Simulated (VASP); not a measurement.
# BeS (Fm-3m) in VASP: a series of runs, part 3 of 3

VASP 6.6.1. Earlier steps stand in the parts before.

### 6 Single point, PBE0

File POSCAR:

```
BeS
1.0
    0.0000000000      2.3172972170      2.3172972170
    2.3172972170      0.0000000000      2.3172972170
    2.3172972170      2.3172972170      0.0000000000
Be S
1 1
Direct
    0.0000000000      0.0000000000      0.0000000000
    0.5000000000      0.5000000000      0.5000000000
```

File INCAR.step1:

```
SYSTEM = BeS
PREC = Accurate
ENCUT = 520
EDIFF = 1E-5
ISMEAR = 0
SIGMA = 0.01
LREAL = .False.
LASPH = .True.
NELM = 120
ALGO = Normal
ISIF = 2
LWAVE = .True.
LCHARG = .False.
GGA = PE
NBANDS = 11
GGA_COMPAT = .False.
```

File INCAR.step2:

```
SYSTEM = BeS
PREC = Accurate
ENCUT = 520
EDIFF = 1E-6
ISMEAR = 0
SIGMA = 0.01
LREAL = .False.
LASPH = .True.
NELM = 120
ALGO = Normal
ISIF = 2
LWAVE = .False.
LCHARG = .False.
GGA = PE
LHFCALC = .True.
AEXX = 0.25
PRECFOCK = Normal
ISTART = 1
NBANDS = 11
GGA_COMPAT = .False.
```

File KPOINTS:

```
regular mesh
0
Gamma
  6 6 6
  0 0 0
```

Potentials or basis: VASP PAW PBE potentials, release 64 (Be, S).

On the command line:

```sh
$ cat potpaw_PBE.64/Be/POTCAR potpaw_PBE.64/S/POTCAR > POTCAR
$ cp INCAR.step1 INCAR
$ mpirun -np 1 vasp_std > vasp.out
$ cp INCAR.step2 INCAR
$ mpirun -np 1 vasp_std > vasp.out
```

OUTCAR:

```text
SYSTEM = BeS
   PREC = Accurate
   ENCUT = 520
   EDIFF = 1E-6
   ISMEAR = 0
   LREAL = .False.
   LASPH = .True.
   NELM = 120
   ISIF = 2
   GGA = PE
   LHFCALC = .True.
   AEXX = 0.25
   PRECFOCK = Normal
   ISTART = 1

 ion  position               nearest neighbor table
   1  0.000  0.000  0.000-   2 2.32   2 2.32   2 2.32   2 2.32   2 2.32   2 2.32
   2  0.500  0.500  0.500-   1 2.32   1 2.32   1 2.32   1 2.32   1 2.32   1 2.32

  LATTYP: Found a face centered cubic cell.
 ALAT       =     4.6345944340

  Lattice vectors:

 A1 = (   0.0000000000,   2.3172972170,   2.3172972170)
 A2 = (   2.3172972170,   0.0000000000,   2.3172972170)
 A3 = (   2.3172972170,   2.3172972170,   0.0000000000)

Analysis of symmetry for initial positions (statically):
=====================================================================
 Subroutine PRICEL returns:
 Original cell was already a primitive cell.

 Routine SETGRP: Setting up the symmetry group for a
 face centered cubic supercell.

 Subroutine GETGRP returns: Found 48 space group operations
 (whereof 48 operations were pure point group operations)
 out of a pool of 48 trial point group operations.
[... 171 lines left out ...]
      1     -10.9991      2.00000
      2       5.3644      2.00000
      3       5.3644      2.00000
      4       5.3644      2.00000
      5      12.8655      0.00000
      6      16.3962      0.00000
      7      16.3962      0.00000
      8      16.3962      0.00000
      9      17.5114      0.00000
     10      17.5114      0.00000
     11      17.5114      0.00000
[... 197 lines left out ...]
 k-point    16 :      -0.3333    0.5000    0.1667
  band No.  band energies     occupation
      1      -7.3353      2.00000
      2      -1.0967      2.00000
      3       0.7588      2.00000
      4       1.5699      2.00000
      5      10.4953      0.00000
      6      14.4019      0.00000
      7      15.4107      0.00000
      8      19.5198      0.00000
      9      20.5077      0.00000
     10      22.6955      0.00000
     11      26.3639      0.00000

------------------------ aborting loop because EDIFF is reached ----------------------------------------

  FORCE on cell =-STRESS in cart. coord.  units (eV):
  Direction    XX          YY          ZZ          XY          YZ          ZX
  --------------------------------------------------------------------------------------
  -------------------------------------------------------------------------------------
  Total       -0.3012908     -0.3012908     -0.3012908      0.0000000      0.0000000     -0.0000000
  in kB      -19.3964021    -19.3964021    -19.3964021      0.0000000      0.0000000     -0.0000000
  external PRESSURE =     -19.3964021 kB  Pullay stress =       0.0000000 kB

 VOLUME and BASIS-vectors are now :
 -----------------------------------------------------------------------------
  energy-cutoff  :      520.00
  volume of cell :       24.89
      direct lattice vectors                 reciprocal lattice vectors
     0.000000000  2.317297217  2.317297217    -0.215768610  0.215768610  0.215768610
     2.317297217  0.000000000  2.317297217     0.215768610 -0.215768610  0.215768610
     2.317297217  2.317297217  0.000000000     0.215768610  0.215768610 -0.215768610

 POSITION                                       TOTAL-FORCE (eV/Angst)
 -----------------------------------------------------------------------------------
      0.00000      0.00000      0.00000        -0.000000     -0.000000      0.000000
      2.31730      2.31730      2.31730         0.000000      0.000000     -0.000000
 -----------------------------------------------------------------------------------
    total drift:                               -0.000000     -0.000000     -0.000000

  FREE ENERGIE OF THE ION-ELECTRON SYSTEM (eV)
  ---------------------------------------------------
  free  energy   TOTEN  =       -10.7749648368 eV

  energy  without entropy=      -10.7749648368  energy(sigma->0) =      -10.77496484
```

OUTCAR.step1:

```text
SYSTEM = BeS
   PREC = Accurate
   ENCUT = 520
   EDIFF = 1E-5
   ISMEAR = 0
   LREAL = .False.
   LASPH = .True.
[... 434 lines left out ...]
      0.00000      0.00000      0.00000         0.000000      0.000000      0.000000
      2.31730      2.31730      2.31730        -0.000000     -0.000000      0.000000
 -----------------------------------------------------------------------------------
    total drift:                               -0.000000     -0.000000      0.000000

  FREE ENERGIE OF THE ION-ELECTRON SYSTEM (eV)
  ---------------------------------------------------
  free  energy   TOTEN  =        -8.8788061520 eV

  energy  without entropy=       -8.8788061520  energy(sigma->0) =       -8.87880615
```

It took 7.6 min on 1 thread of Intel Xeon Platinum 8488C (Sapphire Rapids), shared host; peak memory 0.14 GiB.

What came out:

| Item | Value |
| --- | --- |
| Free energy | -10.7750 eV |
| Pressure | -1.9 GPa |
| Band gap on the k mesh | 2.47 eV, indirect (least direct gap 5.95 eV) |

Levels at points of the mesh, in eV from the valence-band top:
| k point | band 1 | band 2 | band 3 | band 4 | band 5 | band 6 | band 7 | band 8 | band 9 |
| --- | --- | --- | --- | --- | --- | --- | --- | --- | --- |
| (0.00, 0.00, 0.00) | -16.70 | -0.33 | -0.33 | -0.33 | 7.17 | 10.70 | 10.70 | 10.70 | 11.81 |
| (0.50, 0.00, 0.00) | -14.21 | -8.02 | -0.55 | -0.55 | 5.68 | 5.68 | 5.85 | 12.37 | 17.89 |
| (0.50, 0.50, 0.00) | -13.06 | -7.49 | -3.49 | -3.49 | 2.47 | 5.93 | 14.16 | 14.16 | 16.09 |

Caveat: the PAW data sets were made with another functional, which shifts forces and pressure a little.

### 7 Overview

```csv
level,k mesh,cutoff (eV),grid for exact exchange (PRECFOCK),gap on the mesh (eV),pressure (GPa)
PBE,6 × 6 × 6,520,-,0.98,-0.2
r2SCAN,6 × 6 × 6,660,-,1.35,0.1
PBE,10 × 10 × 10,600,-,1.03,-0.4
PBE0,6 × 6 × 6,520,Normal,2.47,-1.9
```

Alike in all rows: task single point; potentials or basis VASP PAW PBE potentials, release 64 (Be, S); no spin polarisation; cell as given; smearing gaussian 0.01 eV.

On the cell as given the gap runs from 0.98 eV (PBE) to 2.47 eV (PBE0); the meshes differ, which moves gaps too. The pressure there spans -1.9 GPa (PBE0) to 0.1 GPa (r2SCAN); a positive pressure means that this level wants a larger cell, a negative one a smaller.

Caveats: the PAW data sets were made with another functional, which shifts forces and pressure a little (some runs).

Total energies depend on the potentials used, so only differences within one code and one set of settings carry meaning.
